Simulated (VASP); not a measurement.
# IrRh5 (P4/mmm) in VASP: further runs, part 2 of 2

VASP 6.6.1. Earlier steps stand in the parts before.

## Step 4: Single point, PBE

This run uses another cell than the first one: it holds 12 atoms, not 6.

Input file INCAR:

```
SYSTEM = IrRh5
PREC = Accurate ; ENCUT = 500
EDIFF = 1E-6 ; ISMEAR = 0
SIGMA = 0.2 ; LREAL = .False.
LASPH = .True. ; NELM = 300
ALGO = All ; ISIF = 2
LWAVE = .False. ; LCHARG = .False.
GGA = PE ; NBANDS = 96
GGA_COMPAT = .False. ; ISEARCH = 1
KPAR = 4
```

Input file KPOINTS:

```
Automatic mesh
0
Gamma
  8 4 2
  0 0 0
```

Input file POSCAR:

```
IrRh5
1.0
    2.7135658274      0.0000000000      0.0000000000
    0.0000000000      5.4271316547      0.0000000000
    0.0000000000      0.0000000000     11.5063823440
Ir Rh
2 10
Direct
    0.0000000000      0.5000000000      0.0000000000
    0.0000000000      0.0000000000      0.0000000000
    0.0000000000      0.5000000000      0.6654583147
    0.0000000000      0.0000000000      0.6654583147
    0.5000000000      0.2500000000      0.8339847107
    0.5000000000      0.7500000000      0.8339847107
    0.5000000000      0.2500000000      0.1660152893
    0.5000000000      0.7500000000      0.1660152893
    0.0000000000      0.0000000000      0.3345416853
    0.0000000000      0.5000000000      0.3345416853
    0.5000000000      0.2500000000      0.5000000000
    0.5000000000      0.7500000000      0.5000000000
```

Potentials or basis: VASP PAW PBE potentials, release 64 (Ir, Rh_pv).

Started as:

```bash
cat potpaw_PBE.64/Ir/POTCAR potpaw_PBE.64/Rh_pv/POTCAR > POTCAR
mpirun -np 4 vasp_std > vasp.out
```

OUTCAR:

```text
SYSTEM = IrRh5
   PREC = Accurate
   ENCUT = 500
   EDIFF = 1E-6
   ISMEAR = 0
   LREAL = .False.
   LASPH = .True.
   NELM = 300
   ISIF = 2
   GGA = PE

 ion  position               nearest neighbor table
   1  0.000  0.500  0.000-   5 2.71   6 2.71   7 2.71   8 2.71   5 2.71   6 2.71   7 2.71   8 2.71
                             2 2.71   2 2.71
   2  0.000  0.000  0.000-   5 2.71   6 2.71   7 2.71   8 2.71   5 2.71   6 2.71   7 2.71   8 2.71
                             1 2.71   1 2.71
   3  0.000  0.500  0.665-  11 2.70  12 2.70  11 2.70  12 2.70   4 2.71   4 2.71   5 2.73   6 2.73
                             6 2.73   5 2.73
   4  0.000  0.000  0.665-  11 2.70  12 2.70  11 2.70  12 2.70   3 2.71   3 2.71   5 2.73   6 2.73
                             6 2.73   5 2.73
   5  0.500  0.250  0.834-   1 2.71   2 2.71   1 2.71   2 2.71   6 2.71   6 2.71   3 2.73   4 2.73
                             3 2.73   4 2.73
   6  0.500  0.750  0.834-   1 2.71   2 2.71   1 2.71   2 2.71   5 2.71   5 2.71   3 2.73   4 2.73
                             3 2.73   4 2.73
   7  0.500  0.250  0.166-   1 2.71   2 2.71   1 2.71   2 2.71   8 2.71   8 2.71  10 2.73   9 2.73
                             9 2.73  10 2.73
   8  0.500  0.750  0.166-   1 2.71   2 2.71   1 2.71   2 2.71   7 2.71   7 2.71  10 2.73   9 2.73
                             9 2.73  10 2.73
   9  0.000  0.000  0.335-  11 2.70  12 2.70  11 2.70  12 2.70  10 2.71  10 2.71   7 2.73   8 2.73
                             7 2.73   8 2.73
  10  0.000  0.500  0.335-  11 2.70  12 2.70  11 2.70  12 2.70   9 2.71   9 2.71   7 2.73   8 2.73
                             7 2.73   8 2.73
  11  0.500  0.250  0.500-   3 2.70   4 2.70   9 2.70  10 2.70   3 2.70   4 2.70   9 2.70  10 2.70
                            12 2.71  12 2.71
  12  0.500  0.750  0.500-   3 2.70   4 2.70   9 2.70  10 2.70   3 2.70   4 2.70   9 2.70  10 2.70
                            11 2.71  11 2.71

  LATTYP: Found a simple orthorhombic cell.
 ALAT       =     2.7135658274
 B/A-ratio  =     2.0000000000
 C/A-ratio  =     4.2403181186

  Lattice vectors:

 A1 = (   2.7135658274,   0.0000000000,   0.0000000000)
[... 192 lines left out ...]
  energy-cutoff  :      500.00
  volume of cell :      169.45
 maximum number of plane-waves:      4344
 NGX is ok and might be reduce to    20

 number of electron     168.0000111 magnetization

 Free energy of the ion-electron system (eV)
  ---------------------------------------------------
  ext. energy  EPLUGINS =         0.00000000
  ---------------------------------------------------
  free energy    TOTEN  =       -90.43430542 eV

  energy without entropy =      -90.09099510  energy(sigma->0) =      -90.26265026

 E-fermi :  11.2600     XC(G=0): -13.8837

 val. band max:       11.2327034494   @ k =   0.2500   0.2500   0.0000
 cond. band min:      11.2631576986   @ k =   0.1250   0.0000   0.5000
 fundamental gap:      0.0304542491
 Fermi energy:        11.2600394419

 k-point     1 :       0.0000    0.0000    0.0000
  band No.  band energies     occupation
      1     -35.7484      2.00000
      2     -35.7146      2.00000
      3     -35.6983      2.00000
      4     -35.6874      2.00000
      5     -35.6334      2.00000
      6     -35.6316      2.00000
[... 2365 lines left out ...]
     95      13.6967      0.00000
     96      13.7680      0.00000

 [... further k-points ...]

------------------------ aborting loop because EDIFF is reached ----------------------------------------

  FORCE on cell =-STRESS in cart. coord.  units (eV):
  Direction    XX          YY          ZZ          XY          YZ          ZX
  --------------------------------------------------------------------------------------
  -------------------------------------------------------------------------------------
  Total        0.8058468      0.8058993      0.3993514      0.0000000      0.0000000      0.0000000
  in kB        7.6192734      7.6197699      3.7758636      0.0000000      0.0000000      0.0000000
  external PRESSURE =       6.3383023 kB  Pullay stress =       0.0000000 kB

 VOLUME and BASIS-vectors are now :
 -----------------------------------------------------------------------------
  energy-cutoff  :      500.00
  volume of cell :      169.45
      direct lattice vectors                 reciprocal lattice vectors
     2.713565827  0.000000000  0.000000000     0.368518792  0.000000000  0.000000000
     0.000000000  5.427131655  0.000000000     0.000000000  0.184259396  0.000000000
     0.000000000  0.000000000 11.506382344     0.000000000  0.000000000  0.086908289

 POSITION                                       TOTAL-FORCE (eV/Angst)
 -----------------------------------------------------------------------------------
      0.00000      2.71357      0.00000        -0.000000      0.000000     -0.000000
      0.00000      0.00000      0.00000        -0.000000      0.000000     -0.000000
      0.00000      2.71357      7.65702        -0.000000      0.000000      0.012449
      0.00000      0.00000      7.65702        -0.000000      0.000000      0.012449
      1.35678      1.35678      9.59615         0.000000     -0.000000      0.000056
      1.35678      4.07035      9.59615         0.000000     -0.000000      0.000056
      1.35678      1.35678      1.91024         0.000000     -0.000000     -0.000056
      1.35678      4.07035      1.91024        -0.000000     -0.000000     -0.000056
      0.00000      0.00000      3.84936         0.000000      0.000000     -0.012449
      0.00000      2.71357      3.84936        -0.000000      0.000000     -0.012449
      1.35678      1.35678      5.75319         0.000000      0.000000     -0.000000
      1.35678      4.07035      5.75319         0.000000      0.000000     -0.000000
 -----------------------------------------------------------------------------------
    total drift:                               -0.000000      0.000000      0.000000

  FREE ENERGIE OF THE ION-ELECTRON SYSTEM (eV)
  ---------------------------------------------------
  free  energy   TOTEN  =       -90.4343054229 eV

  energy  without entropy=      -90.0909886129  energy(sigma->0) =      -90.26264702
```

Wall time 27 min (4 MPI ranks of AMD EPYC 7R43 (Zen 3), shared host); peak memory 0.81 GiB.

Results:

```yaml
Free_energy: -90.4343 eV
Pressure: 0.6 GPa
Largest_force: 0.012 eV/Å
Band_gap_on_the_k_mesh: zero (bands 84 and 85 overlap by 1.91 eV)
```

Forces in eV/Å, atoms in the order of the input:
```
Ir   0.000  0.000  0.000
Ir   0.000  0.000  0.000
Rh   0.000  0.000  0.012
Rh   0.000  0.000  0.012
Rh   0.000  0.000  0.000
Rh   0.000  0.000  0.000
Rh   0.000  0.000  0.000
Rh   0.000  0.000  0.000
Rh   0.000  0.000 -0.012
Rh   0.000  0.000 -0.012
Rh   0.000  0.000  0.000
Rh   0.000  0.000  0.000
```

Caveat: spin-orbit coupling is left out, which moves the levels of the heavy elements.

## Step 5: Relaxation of cell and atoms, PBE

This run uses another cell than the first one, of 14.12 Å³/atom.

Input file INCAR:

```
PREC = Accurate ; ENCUT = 600
EDIFF = 1E-7 ; ISMEAR = 0
SIGMA = 0.1 ; LREAL = F
LASPH = T ; NELM = 60
ALGO = Fast ; ISIF = 3
LWAVE = F ; LCHARG = F
GGA = PE ; IBRION = 2
NSW = 100 ; EDIFFG = -0.01
```

Input file KPOINTS:

```
regular mesh
0
Gamma
  14 14 4
```

Input file POSCAR:

```
IrRh5
1.0
    2.7262624281      0.0000000000      0.0000000000
    0.0000000000      2.7262624281      0.0000000000
    0.0000000000      0.0000000000     11.4011387998
Ir Rh
1 5
Direct
    0.0000000000      0.0000000000      0.0000000000
    0.0000000000      0.0000000000      0.6653861630
    0.5000000000      0.5000000000      0.8339472674
    0.5000000000      0.5000000000      0.1660527326
    0.0000000000      0.0000000000      0.3346138370
    0.5000000000      0.5000000000      0.5000000000
```

Potentials or basis: VASP PAW PBE potentials, release 64 (Ir, Rh_pv).

Started as:

```bash
cat potpaw_PBE.64/Ir/POTCAR potpaw_PBE.64/Rh_pv/POTCAR > POTCAR
mpirun -np 1 vasp_std > vasp.out
```

OUTCAR:

```text
PREC = Accurate
   ENCUT = 600
   EDIFF = 1E-7
   ISMEAR = 0
   LREAL = F
   LASPH = T
   NELM = 60
   ISIF = 3
   GGA = PE
   IBRION = 2
   NSW = 100
   EDIFFG = -0.01

 ion  position               nearest neighbor table
   1  0.000  0.000  0.000-   3 2.70   4 2.70   3 2.70   4 2.70   3 2.70   4 2.70   3 2.70   4 2.70

   2  0.000  0.000  0.665-   6 2.70   6 2.70   6 2.70   6 2.70   3 2.72   3 2.72   3 2.72   3 2.72

   3  0.500  0.500  0.834-   1 2.70   1 2.70   1 2.70   1 2.70   2 2.72   2 2.72   2 2.72   2 2.72

   4  0.500  0.500  0.166-   1 2.70   1 2.70   1 2.70   1 2.70   5 2.72   5 2.72   5 2.72   5 2.72

   5  0.000  0.000  0.335-   6 2.70   6 2.70   6 2.70   6 2.70   4 2.72   4 2.72   4 2.72   4 2.72

   6  0.500  0.500  0.500-   2 2.70   5 2.70   2 2.70   5 2.70   2 2.70   5 2.70   2 2.70   5 2.70

  LATTYP: Found a simple tetragonal cell.
 ALAT       =     2.7262624281
[... 279 lines left out ...]
  free energy    TOTEN  =       -45.20783085 eV

  energy without entropy =      -45.17294340  energy(sigma->0) =      -45.19038712

 E-fermi :  11.2415     XC(G=0): -13.8875

 val. band max:       11.2356573117   @ k =   0.2143   0.0714   0.2500
 cond. band min:      11.2483115511   @ k =   0.5000   0.0000   0.2500
 fundamental gap:      0.0126542394
 Fermi energy:        11.2414568199

 k-point     1 :       0.0000    0.0000    0.0000
  band No.  band energies     occupation
      1     -35.7101      2.00000
      2     -35.6359      2.00000
      3     -35.5139      2.00000
      4     -35.3568      2.00000
      5     -35.3568      2.00000
      6     -35.3435      2.00000
[... 1261 lines left out ...]
     49      16.4118      0.00000
     50      16.6391      0.00000

 [... further k-points ...]

------------------------ aborting loop because EDIFF is reached ----------------------------------------

  FORCE on cell =-STRESS in cart. coord.  units (eV):
  Direction    XX          YY          ZZ          XY          YZ          ZX
  --------------------------------------------------------------------------------------
  -------------------------------------------------------------------------------------
  Total        0.0159126      0.0159126      0.0221733      0.0000000      0.0000000      0.0000000
  in kB        0.3009836      0.3009836      0.4194025      0.0000000      0.0000000      0.0000000
  external PRESSURE =       0.3404566 kB  Pullay stress =       0.0000000 kB
[... 21 lines left out ...]
  FREE ENERGIE OF THE ION-ELECTRON SYSTEM (eV)
  ---------------------------------------------------
  free  energy   TOTEN  =       -45.2078308492 eV

  energy  without entropy=      -45.1729433972  energy(sigma->0) =      -45.19038712

 reached required accuracy - stopping structural energy minimisation
```

OSZICAR:

```text
N       E                     dE             d eps       ncg     rms          rms(c)
DAV:   1     0.120495724753E+04    0.12050E+04   -0.54336E+04 11160   0.212E+03
DAV:   2     0.730895394827E+01   -0.11976E+04   -0.11697E+04 11066   0.641E+02
[... 37 lines left out ...]
RMM:   4    -0.452078279950E+02    0.87637E-03   -0.27845E-04 10854   0.987E-02    0.174E-02
RMM:   5    -0.452078345148E+02   -0.65198E-05   -0.63477E-05 11274   0.421E-02    0.225E-02
RMM:   6    -0.452078309936E+02    0.35212E-05   -0.17216E-05 11483   0.233E-02    0.976E-03
RMM:   7    -0.452078308775E+02    0.11614E-06   -0.55815E-06 11723   0.126E-02    0.731E-03
RMM:   8    -0.452078308092E+02    0.68281E-07   -0.14619E-06 10270   0.666E-03    0.332E-03
RMM:   9    -0.452078308492E+02   -0.40047E-07   -0.49099E-07  7919   0.314E-03
   3 F= -.45207831E+02 E0= -.45190387E+02  d E =-.876456E-02
```

Run time: 32 min. Hardware: 1 thread of Oxide Virtual Turin-like, shared host; peak memory 0.51 GiB.

What came out:

```
Free energy                           : -45.2078 eV
Relaxed volume                        : 14.12 Å³/atom
Relaxed cell                          : a = 2.713 Å, b = 2.713 Å, c = 11.505 Å, α = 90.00°, β = 90.00°, γ = 90.00°
Space group after relaxing (to 0.1 Å) : P4/mmm (No. 123)
Energy gained by relaxing             : 1.5 meV/atom
Ionic steps                           : 3
Pressure after relaxing               : 0.0 GPa
Largest force after relaxing          : 0.008 eV/Å
Band gap on the k mesh                : zero (bands 42 and 43 overlap by 1.99 eV)
```

Forces on the atoms (eV/Å):
```
Ir   0.000  0.000  0.000
Rh   0.000  0.000  0.001
Rh   0.000  0.000  0.008
Rh   0.000  0.000 -0.008
Rh   0.000  0.000 -0.001
Rh   0.000  0.000  0.000
```

Step by step:
| step | energy change (eV) | largest force (eV/Å) | pressure (GPa) | volume (Å³) |
| --- | --- | --- | --- | --- |
| 1 | 0.0000 | 0.0449 | -0.03 | 84.74 |
| 2 | -0.0087 | 0.0133 | 0.05 | 84.70 |
| 3 | -0.0088 | 0.0081 | 0.03 | 84.71 |

Final structure:
```
Ir Rh
1.0
     2.71342    0.00000    0.00000
     0.00000    2.71342    0.00000
     0.00000    0.00000   11.50469
Ir Rh
1 5
Direct
  0.00000 0.00000 0.00000
  0.00000 0.00000 0.66546
  0.50000 0.50000 0.83377
  0.50000 0.50000 0.16623
  0.00000 0.00000 0.33454
  0.50000 0.50000 0.50000
```

Caveat: spin-orbit coupling is left out, which moves the levels of the heavy elements.

## Step 6: Summary

```tsv
task	cell	k mesh	cutoff (eV)	smearing	second try	gap on the mesh (eV)	pressure (GPa)	relaxed volume (Å³/atom)	largest force (eV/Å)
relaxation of cell and atoms	relaxed from a = 2.684, b = 2.684, c = 11.387 Å, 6 atoms, atomic positions A	6 × 6 × 2	600	gaussian 0.1 eV	-	none	0.0	14.13	0.02
single point	a = 2.714, b = 2.714, c = 11.506 Å, 6 atoms, atomic positions B	14 × 14 × 4	520	gaussian 0.1 eV	-	none	0.1	-	0.03
single point	a = 2.714, b = 5.427, c = 11.506 Å, 12 atoms, atomic positions C	8 × 4 × 2	500	gaussian 0.2 eV	not_converged	none	0.6	-	0.01
relaxation of cell and atoms	relaxed from a = 2.726, b = 2.726, c = 11.401 Å, 6 atoms, atomic positions D	14 × 14 × 4	600	gaussian 0.1 eV	-	none	0.0	14.12	0.01
```

Alike in all rows: level PBE; potentials or basis VASP PAW PBE potentials, release 64 (Ir, Rh_pv); no spin polarisation.

Caveats: some runs use coarse meshes; spin-orbit coupling is left out, which moves the levels of the heavy elements.

Total energies depend on the potentials used, so only differences within one code and one set of settings carry meaning.

The gap in the log of VASP goes by the Fermi energy; the results here count the filled bands.